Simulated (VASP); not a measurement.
# Mg16O17 (a cell with a defect) in VASP: single point with PBE

Aim: the single point of Mg16O17 (a cell with a defect) with PBE.

Everything below comes from runs of VASP 6.6.1. Logs are shortened: lines on timing, memory, paths and dates and some standing lists are left out, and cuts for length are marked.

## Step 1: The cell of the first run

The cell holds a defect, 33 atoms: a = 7.367 Å, b = 7.367 Å, c = 7.367 Å, α = 109.47°, β = 109.47°, γ = 109.47°.

## Step 2: Single point, PBE

Input file INCAR:

```
ALGO     = Normal         # electronic algorithm
EDIFF    = 1E-6           # SCF threshold, eV
ENCUT    = 520            # plane-wave cutoff, eV
GGA      = PE             # functional
ISIF     = 2              # what is computed and relaxed
ISMEAR   = 0              # smearing method
LASPH    = T              # aspherical terms in the spheres
LCHARG   = F              # write CHGCAR
LREAL    = Auto         
LWAVE    = F              # write WAVECAR
NBANDS   = 89             # bands
NELECT   = 136.0        
NELM     = 100            # most SCF steps
PREC     = Accurate       # precision mode
SIGMA    = 0.02           # smearing width, eV
```

Input file KPOINTS:

```
Automatic mesh
0
Gamma
  2 2 2
  0.5 0.5 0.5
```

Input file POSCAR:

```
Mg16O17
1.0
   -4.2535896552     -4.2535896552      4.2535896552
    4.2535896552      4.2535896552      4.2535896552
   -4.2535896552      4.2535896552     -4.2535896552
Mg O
16 17
Direct
    0.7472029510      0.5059333947      0.7476170635
   -0.0003203535      0.5038293511      0.5071895687
    0.7452442923      0.7446360408      0.4932210526
    0.2524226524      0.5041282706      0.2529103489
   -0.0003407278      0.7581808644      0.2523620600
    0.7473376331     -0.0008389272      0.2548667691
    0.5065278167      0.5039556842      0.0000982403
    0.2520981570      0.7583322087      0.0000728215
   -0.0002836187     -0.0012434768      0.0002751751
    0.7468596647      0.2514904220      0.0000815583
    0.4929239666      0.7447694802      0.7456287113
    0.2540657618     -0.0009440232      0.7476641203
   -0.0004179504      0.2515001550      0.7481287871
    0.4927301860     -0.0029866718      0.4931469737
    0.2520328321      0.2514841171      0.5072732148
    0.5064436567      0.2514904469      0.2523847822
   -0.0003843201      0.5670477188     -0.0001847904
    0.2564052618      0.5082347846      0.7625362333
   -0.0003375943      0.7571078124      0.7435500710
    0.4940664068      0.4893771357      0.4945038940
    0.2375304359      0.7458475885      0.4944675426
   -0.0003377542     -0.0052515019      0.5057992804
    0.7617820059      0.5079771470      0.2565953318
    0.4940422946      0.7458710330      0.2379148429
    0.2561569202      0.0135771676      0.2565980392
   -0.0002588608      0.2514887419      0.3166324531
    0.7431724188      0.7571105889      0.0001084714
    0.5052838189     -0.0049949693      0.0001014647
    0.3153188604      0.2515317204     -0.0000534485
    0.6839694785     -0.0641455903      0.6841820219
    0.5052446659      0.2514855490      0.7435424855
    0.7429141255      0.2514858859      0.5057603206
   -0.0003965490      0.2514226005      0.0008358763
```

Potentials or basis: VASP PAW PBE potentials, release 64 (Mg, O).

Command:

```bash
$ cat potpaw_PBE.64/Mg/POTCAR potpaw_PBE.64/O/POTCAR > POTCAR
$ mpirun -np 1 vasp_std > vasp.out
```

OUTCAR:

```text
EDIFF = 1E-6
   ENCUT = 520
   GGA = PE
   ISIF = 2
   ISMEAR = 0
   LASPH = T
   LREAL = Auto
   NELECT = 136.0
   NELM = 100
   PREC = Accurate

 ion  position               nearest neighbor table
   1  0.747  0.506  0.748-  17 1.92  20 2.09  32 2.09  31 2.10  27 2.16  19 2.16   9 2.97   2 2.97
                             3 2.97  11 2.97   7 2.97  15 2.98  16 2.98   5 3.04   8 3.04  13 3.05
   2  1.000  0.504  0.507-  26 1.92  19 2.09  21 2.10  23 2.10  18 2.16  32 2.16   8 2.97   1 2.97
                            13 2.97  16 2.97  11 2.97  12 2.98   3 2.98   6 3.04  15 3.04   4 3.05
   3  0.745  0.745  0.493-  30 1.92  23 2.09  22 2.09  19 2.10  20 2.16  24 2.16   4 2.97   6 2.97
                             1 2.97   7 2.97  16 2.97   2 2.98   5 2.98  11 3.04  14 3.04  13 3.05
   4  0.252  0.504  0.253-  33 1.86  20 2.12  21 2.12  24 2.12  29 2.45  17 2.45  26 2.45  11 2.96
                             3 2.97  14 2.97  13 3.04   9 3.04  10 3.04  16 3.05   5 3.05   7 3.05
   5  1.000  0.758  0.252-  17 1.92  22 2.09  21 2.10  23 2.10  25 2.16  27 2.16   9 2.96  14 2.97
                             7 2.97   6 2.97  15 2.97   3 2.98  12 2.98   8 3.04   1 3.04  10 3.05
   6  0.747  0.999  0.255-  26 1.92  24 2.09  27 2.10  28 2.10  32 2.16  22 2.16   3 2.97  14 2.97
                            13 2.97  16 2.97   5 2.97   7 2.98   8 2.98   2 3.04  15 3.04   9 3.05
   7  0.507  0.504  0.000-  29 1.92  27 2.09  18 2.09  24 2.10  23 2.16  31 2.16  10 2.96  15 2.97
                             3 2.97   5 2.97   1 2.97   6 2.98  11 2.98  16 3.04  12 3.04   4 3.05
   8  0.252  0.758  0.000-  17 1.92  28 2.09  18 2.09  24 2.10  25 2.16  19 2.16   9 2.96   2 2.97
                            14 2.97  12 2.97  16 2.97   6 2.98  11 2.98   5 3.04   1 3.04  13 3.05
   9  1.000  0.999  0.000-  33 1.86  25 2.12  27 2.12  19 2.12  29 2.45  30 2.45  26 2.45   5 2.96
[... 16 lines left out ...]
  18  0.256  0.508  0.763-  11 2.09   8 2.09   7 2.09  13 2.12  15 2.16   2 2.16
  19  1.000  0.757  0.744-   2 2.09  12 2.10   3 2.10   9 2.12   1 2.16   8 2.16
  20  0.494  0.489  0.495-   1 2.09  16 2.10  15 2.10   4 2.12  11 2.16   3 2.16
  21  0.238  0.746  0.494-  12 2.09   5 2.10   2 2.10   4 2.12  11 2.16  14 2.16
  22  1.000  0.995  0.506-   5 2.09   3 2.09  12 2.09  13 2.12  15 2.16   6 2.16
[... 8 lines left out ...]
  31  0.505  0.251  0.744-  15 2.08   1 2.10  14 2.10  10 2.12  12 2.16   7 2.16
  32  0.743  0.251  0.506-  16 2.09   1 2.09  14 2.09  13 2.12   6 2.16   2 2.16
  33  1.000  0.251  0.001-  10 1.86   9 1.86   4 1.86  13 1.86

  LATTYP: Found a body centered cubic cell.
 ALAT       =     8.5071793104

  Lattice vectors:

 A1 = (  -4.2535896552,  -4.2535896552,   4.2535896552)
 A2 = (   4.2535896552,   4.2535896552,   4.2535896552)
 A3 = (  -4.2535896552,   4.2535896552,  -4.2535896552)

Analysis of symmetry for initial positions (statically):
=====================================================================
 Subroutine PRICEL returns:
 Original cell was already a primitive cell.

 Routine SETGRP: Setting up the symmetry group for a
 body centered cubic supercell.

[... 175 lines left out ...]
   EFERMI_NEDOS =   21; number of points for ismear=-14 and -15
   IALGO  =     38    algorithm
   IMIX   =      4    mixing-type and parameters
     AMIX     =   0.40;   BMIX     =  1.00
     AMIX_MAG =   1.60;   BMIX_MAG =  1.00
  volume/ion in A,a.u.               =       9.33        62.95
  Fermi-wavevector in a.u.,A,eV,Ry     =   1.246844  2.356194 21.151898  1.554621
  Thomas-Fermi vector in A             =   2.381003
   LORBIT       =      0    0 simple, 1 ext, 2 COOP (PROOUT), +10 PAW based schemes
   GGA     = PE    functional components
   LHFCALC =     F    Hartree Fock is set to
   AEXX    =    0.0000 exact exchange contribution
   IVDW    =     0    specifies the selected vdW correction
   LEPSILON=     F    determine dielectric tensor
   LRPA    =     F    only Hartree local field effects (RPA)
 non-spin polarized calculation
 Gauss-broadening in eV      SIGMA  =   0.02
  energy-cutoff  :      520.00
  volume of cell :      307.84
 maximum number of plane-waves:      8280
 NGX is ok and might be reduce to    54
   NGX = 27   NGY = 27   NGZ = 27

 number of electron     135.9999999 magnetization

 Free energy of the ion-electron system (eV)
  ---------------------------------------------------
  ext. energy  EPLUGINS =         0.00000000
  ---------------------------------------------------
  free energy    TOTEN  =      -180.78487232 eV

  energy without entropy =     -180.78487232  energy(sigma->0) =     -180.78487232

 E-fermi :   5.0742     XC(G=0): -11.1410

 val. band max:        4.9775469664   @ k =   0.2500   0.2500  -0.2500
 cond. band min:       8.8932037643   @ k =   0.2500  -0.2500   0.2500
 fundamental gap:      3.9156567978
 Fermi energy:         5.0742070720

 k-point     1 :       0.2500    0.2500    0.2500
  band No.  band energies     occupation
      1     -13.7593      2.00000
      2     -13.7588      2.00000
      3     -13.7567      2.00000
      4     -13.4362      2.00000
      5     -13.0045      2.00000
      6     -13.0044      2.00000
[... 321 lines left out ...]
     79      12.7223      0.00000
     80      13.0564      0.00000
 [bands above 80 left out]

------------------------ aborting loop because EDIFF is reached ----------------------------------------

  FORCE on cell =-STRESS in cart. coord.  units (eV):
  Direction    XX          YY          ZZ          XY          YZ          ZX
  --------------------------------------------------------------------------------------
  -------------------------------------------------------------------------------------
  Total       37.4113829     37.3392039     37.3577283     -0.0292961     -0.0235937      0.0205364
  in kB      194.7096964    194.3340365    194.4304482     -0.1524731     -0.1227946      0.1068827
  external PRESSURE =     194.4913937 kB  Pullay stress =       0.0000000 kB

 VOLUME and BASIS-vectors are now :
 -----------------------------------------------------------------------------
  energy-cutoff  :      520.00
  volume of cell :      307.84
      direct lattice vectors                 reciprocal lattice vectors
    -4.253589655 -4.253589655  4.253589655    -0.117547775  0.000000000  0.117547775
     4.253589655  4.253589655  4.253589655     0.000000000  0.117547775  0.117547775
    -4.253589655  4.253589655 -4.253589655    -0.117547775  0.117547775  0.000000000

 POSITION                                       TOTAL-FORCE (eV/Angst)
 -----------------------------------------------------------------------------------
     -4.20632      2.15379      2.15027        -0.004902      0.000005     -0.001468
     -4.26652      0.04823      4.23793         0.002604     -0.005073      0.003052
     -2.10055      2.09537      4.23938        -0.002504      0.004907      0.000211
     -0.00512      2.14643      2.14228         0.005685     -0.005465     -0.007056
     -2.10059      0.04629      6.40369        -0.000552     -0.001935     -0.001260
     -0.01295      2.15525      6.34479         0.003012     -0.004062      0.006156
[... 25 lines left out ...]
     -4.24163      0.06096      2.07847         0.012871     -0.004236      0.004169
     -3.18601     -3.17890      5.31780         0.002864     -0.009211      0.006081
 -----------------------------------------------------------------------------------
    total drift:                                0.003324      0.003728     -0.000565

  FREE ENERGIE OF THE ION-ELECTRON SYSTEM (eV)
  ---------------------------------------------------
  free  energy   TOTEN  =      -180.7848723187 eV

  energy  without entropy=     -180.7848723187  energy(sigma->0) =     -180.78487232
```

OSZICAR:

```text
N       E                     dE             d eps       ncg     rms          rms(c)
DAV:   1     0.777016871351E+03    0.77702E+03   -0.69041E+04   744   0.141E+03
DAV:   2    -0.156770860735E+03   -0.93379E+03   -0.91610E+03   884   0.303E+02
DAV:   3    -0.212543181900E+03   -0.55772E+02   -0.55532E+02   848   0.786E+01
DAV:   4    -0.213049809594E+03   -0.50663E+00   -0.50561E+00   848   0.819E+00
DAV:   5    -0.213055153950E+03   -0.53444E-02   -0.53413E-02   864   0.792E-01    0.319E+01
DAV:   6    -0.181213684724E+03    0.31841E+02   -0.13836E+02   831   0.379E+01    0.944E+00
DAV:   7    -0.181027184769E+03    0.18650E+00   -0.41406E+00   840   0.777E+00    0.595E+00
DAV:   8    -0.180804817772E+03    0.22237E+00   -0.49195E-01   824   0.313E+00    0.152E+00
DAV:   9    -0.180782956871E+03    0.21861E-01   -0.66233E-02   856   0.146E+00    0.439E-01
DAV:  10    -0.180785614843E+03   -0.26580E-02   -0.59385E-02   816   0.851E-01    0.304E-01
DAV:  11    -0.180785364769E+03    0.25007E-03   -0.18006E-02   872   0.520E-01    0.137E-01
DAV:  12    -0.180784844599E+03    0.52017E-03   -0.28037E-03   888   0.226E-01    0.165E-02
DAV:  13    -0.180784883798E+03   -0.39199E-04   -0.47055E-04   824   0.716E-02    0.253E-02
DAV:  14    -0.180784873619E+03    0.10179E-04   -0.26960E-05   856   0.234E-02    0.118E-02
DAV:  15    -0.180784872790E+03    0.82944E-06   -0.28472E-05   808   0.194E-02    0.483E-03
DAV:  16    -0.180784872319E+03    0.47117E-06   -0.17545E-06   560   0.550E-03
   1 F= -.18078487E+03 E0= -.18078487E+03  d E =-.461631E-12
```

Run time: 3.1 min. Hardware: 1 thread of Intel Xeon 6975P-C (Granite Rapids), shared host; peak memory 0.43 GiB.

Results:

| Item | Value |
| --- | --- |
| Free energy | -180.7849 eV |
| Largest force | 0.018 eV/Å |

Forces on the atoms (eV/Å):
```
Mg  -0.005  0.000 -0.001
Mg   0.003 -0.005  0.003
Mg  -0.003  0.005  0.000
Mg   0.006 -0.005 -0.007
Mg  -0.001 -0.002 -0.001
Mg   0.003 -0.004  0.006
Mg   0.001  0.001 -0.005
Mg   0.000  0.000 -0.004
Mg   0.008  0.007  0.008
Mg  -0.010 -0.007  0.005
Mg  -0.002  0.001  0.003
Mg   0.000  0.005 -0.003
Mg  -0.004  0.001 -0.003
Mg  -0.005  0.002  0.000
Mg   0.006 -0.004  0.004
Mg   0.003  0.002 -0.003
O    0.004  0.009  0.005
O    0.005 -0.005  0.012
O   -0.005 -0.014 -0.003
O   -0.017  0.005  0.003
O   -0.003  0.018  0.001
O    0.007 -0.013  0.006
O    0.003  0.015 -0.004
O   -0.005  0.005  0.014
O   -0.017 -0.001 -0.001
O    0.000  0.002  0.000
O   -0.001  0.000 -0.016
O    0.004  0.004 -0.017
O   -0.010 -0.007  0.006
O    0.004 -0.006 -0.009
O    0.014  0.005 -0.005
O    0.013 -0.004  0.004
O    0.003 -0.009  0.006
```

Levels at points of the mesh, in eV from the Fermi level:
| k point | band 64 | band 65 | band 66 | band 67 | band 68 | band 69 | band 70 | band 71 | band 72 | band 73 |
| --- | --- | --- | --- | --- | --- | --- | --- | --- | --- | --- |
| (0.25, 0.25, 0.25) | -2.04 | -1.71 | -0.18 | -0.17 | -0.16 | 4.85 | 4.85 | 4.85 | 5.37 | 7.07 |

Caveat: the cell carries a net charge on a neutralising background, which shifts energy and pressure; the cell is charged against a uniform background, so pressure and absolute levels hang on convention.
